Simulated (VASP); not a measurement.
# Au (Im-3m) in VASP: notebook, part 2 of 2

VASP 6.6.1.

### Step 5. Single point, PBEsol (volume scaled by 1.08)

Contents of INCAR:

```
ALGO = Normal
EDIFF = 1E-6
ENCUT = 520
GGA = PS
ISIF = 2
ISMEAR = -1
LASPH = T
LCHARG = F
LREAL = F
LWAVE = F
NBANDS = 12
NELM = 80
PREC = Accurate
SIGMA = 0.1
```

Contents of KPOINTS:

```
k-points
0
Gamma
  15 15 15
```

Contents of POSCAR:

```
Au
1.0
   -1.6630083589      1.6630083589      1.6630083589
    1.6630083589     -1.6630083589      1.6630083589
    1.6630083589      1.6630083589     -1.6630083589
Au
1
Direct
    0.0000000000      0.0000000000      0.0000000000
```

Potentials or basis: VASP PAW PBE potentials, release 64 (Au).

Run with:

```sh
$ cat potpaw_PBE.64/Au/POTCAR > POTCAR
$ mpirun -np 1 vasp_std > vasp.out
```

OUTCAR:

```text
EDIFF = 1E-6
   ENCUT = 520
   GGA = PS
   ISIF = 2
   ISMEAR = -1
   LASPH = T
   LREAL = F
   NELM = 80
   PREC = Accurate

 ion  position               nearest neighbor table
   1  0.000  0.000  0.000-

  LATTYP: Found a body centered cubic cell.
 ALAT       =     3.3260167178

  Lattice vectors:

 A1 = (  -1.6630083589,   1.6630083589,   1.6630083589)
 A2 = (   1.6630083589,  -1.6630083589,   1.6630083589)
 A3 = (   1.6630083589,   1.6630083589,  -1.6630083589)

[... 528 lines left out ...]
      3       4.3604      2.00000
      4       5.2026      2.00000
      5       5.7990      2.00000
      6      10.5671      0.00000
      7      11.0487      0.00000
      8      16.9262      0.00000
      9      21.5039      0.00000
     10      28.2836      0.00000
     11      29.6408      0.00000
     12      32.7542      0.00000

 [... further k-points ...]
[... 5 lines left out ...]
  --------------------------------------------------------------------------------------
  -------------------------------------------------------------------------------------
  Total       -1.1985081     -1.1985081     -1.1985081     -0.0000000     -0.0000000     -0.0000000
  in kB     -104.3778299   -104.3778299   -104.3778299     -0.0000000     -0.0000000     -0.0000000
  external PRESSURE =    -104.3778299 kB  Pullay stress =       0.0000000 kB

 VOLUME and BASIS-vectors are now :
 -----------------------------------------------------------------------------
  energy-cutoff  :      520.00
  volume of cell :       18.40
      direct lattice vectors                 reciprocal lattice vectors
    -1.663008359  1.663008359  1.663008359     0.000000000  0.300659944  0.300659944
     1.663008359 -1.663008359  1.663008359     0.300659944  0.000000000  0.300659944
     1.663008359  1.663008359 -1.663008359     0.300659944  0.300659944  0.000000000

 POSITION                                       TOTAL-FORCE (eV/Angst)
 -----------------------------------------------------------------------------------
      0.00000      0.00000      0.00000         0.000000      0.000000     -0.000000
 -----------------------------------------------------------------------------------
    total drift:                               -0.000000      0.000000     -0.000000

  FREE ENERGIE OF THE ION-ELECTRON SYSTEM (eV)
  ---------------------------------------------------
  free  energy   TOTEN  =        -3.8579687116 eV

  energy  without entropy=       -3.8469435273  energy(sigma->0) =       -3.85245612
```

OSZICAR:

```text
N       E                     dE             d eps       ncg     rms          rms(c)
DAV:   1     0.478404131911E+02    0.47840E+02   -0.55344E+03  3040   0.809E+02
DAV:   2    -0.354590229354E+01   -0.51386E+02   -0.48547E+02  3408   0.181E+02
DAV:   3    -0.419927599248E+01   -0.65337E+00   -0.65249E+00  3404   0.198E+01
DAV:   4    -0.420153618619E+01   -0.22602E-02   -0.22601E-02  3288   0.135E+00
DAV:   5    -0.420155354843E+01   -0.17362E-04   -0.17362E-04  3376   0.113E-01    0.740E+00
DAV:   6    -0.387676987441E+01    0.32478E+00   -0.10033E+00  3112   0.772E+00    0.482E+00
DAV:   7    -0.386063919794E+01    0.16131E-01   -0.47209E-02  3328   0.168E+00    0.264E+00
DAV:   8    -0.385797756382E+01    0.26616E-02   -0.88911E-04  3204   0.260E-01    0.249E-01
DAV:   9    -0.385796520152E+01    0.12362E-04   -0.77476E-06  3192   0.220E-02    0.119E-02
DAV:  10    -0.385796877146E+01   -0.35699E-05   -0.13598E-06  3268   0.105E-02    0.483E-03
DAV:  11    -0.385796871163E+01    0.59829E-07   -0.63546E-08  1672   0.196E-03
   1 F= -.38579687E+01 E0= -.38524561E+01  d E =-.110252E-01
```

stdout:

```text
POSCAR found type information on POSCAR Au
 POSCAR found :  1 types and       1 ions
 scaLAPACK will be used
 -----------------------------------------------------------------------------
|                                                                             |
|                                                                             |
|     You enforced a specific xc type in the INCAR file but a different       |
|     I HOPE YOU KNOW WHAT YOU ARE DOING!                                     |
|                                                                             |
 -----------------------------------------------------------------------------

 LDA part: xc-table for (Slater+PW92), standard interpolation
 POSCAR, INCAR and KPOINTS ok, starting setup
 FFT: planning ... GRIDC
 FFT: planning ... GRID_SOFT
 FFT: planning ... GRID
 WAVECAR not read
 entering main loop
```

It took 15 s on 1 thread of Intel Xeon Platinum 8259CL at 2.50GHz (Skylake/Cascade Lake), shared host; peak memory 0.15 GiB.

Results:

- Free energy: -3.8580 eV
- Pressure: -10.4 GPa

Caveat: the PAW data sets were made with another functional, which shifts forces and pressure a little; spin-orbit coupling is left out, which moves the levels of the heavy elements.

### Step 6. Single point, PBEsol (volume scaled by 1.12)

Contents of INCAR:

```
ALGO = Normal ; EDIFF = 1E-7
ENCUT = 520 ; GGA = PS
ISIF = 2 ; ISMEAR = -1
LASPH = T ; LCHARG = T
LELF = T ; LREAL = F
LVHAR = T ; LWAVE = F
NBANDS = 12 ; NELM = 100
PREC = Accurate ; SIGMA = 0.1
```

KPOINTS is that of step 5.

Contents of POSCAR:

```
Au
1.0
   -1.6832909476      1.6832909476      1.6832909476
    1.6832909476     -1.6832909476      1.6832909476
    1.6832909476      1.6832909476     -1.6832909476
Au
1
Direct
    0.0000000000      0.0000000000      0.0000000000
```

Potentials or basis: VASP PAW PBE potentials, release 64 (Au).

Run with:

```sh
$ cat potpaw_PBE.64/Au/POTCAR > POTCAR
$ mpirun -np 1 vasp_std > vasp.out
```

It took 16 s on 1 thread of Intel Xeon Platinum 8259CL at 2.50GHz (Skylake/Cascade Lake), shared host; peak memory 0.16 GiB.

It converged, with:

```
Free energy : -3.8065 eV
Pressure    : -13.9 GPa
```

Levels at points of the mesh, in eV from the Fermi level:
```
           k point  band 1  band 2  band 3  band 4  band 5  band 6  band 7  band 8  band 9  band 10
(0.00, 0.00, 0.00)   -8.67   -4.17   -4.17   -4.17   -2.55   -2.55   16.53   16.53   16.53    22.41
```

Caveat: the PAW data sets were made with another functional, which shifts forces and pressure a little; spin-orbit coupling is left out, which moves the levels of the heavy elements.

### Step 7. Summary

```csv
cell,gap on the mesh (eV),pressure (GPa)
"a = 2.770 Å, angles 109.5°, 1 atom",none,8.1
"a = 2.807 Å, angles 109.5°, 1 atom",none,0.2
"a = 2.844 Å, angles 109.5°, 1 atom",none,-5.9
"a = 2.880 Å, angles 109.5°, 1 atom",none,-10.4
"a = 2.916 Å, angles 109.5°, 1 atom",none,-13.9
```

Alike in all rows: task single point; level PBEsol; potentials or basis VASP PAW PBE potentials, release 64 (Au); no spin polarisation; k mesh 15 × 15 × 15; cutoff (eV) 520; smearing fermi-dirac 0.1 eV.

Caveats: the PAW data sets were made with another functional, which shifts forces and pressure a little; spin-orbit coupling is left out, which moves the levels of the heavy elements.

Absolute energies hang on the potentials; compare differences alone.
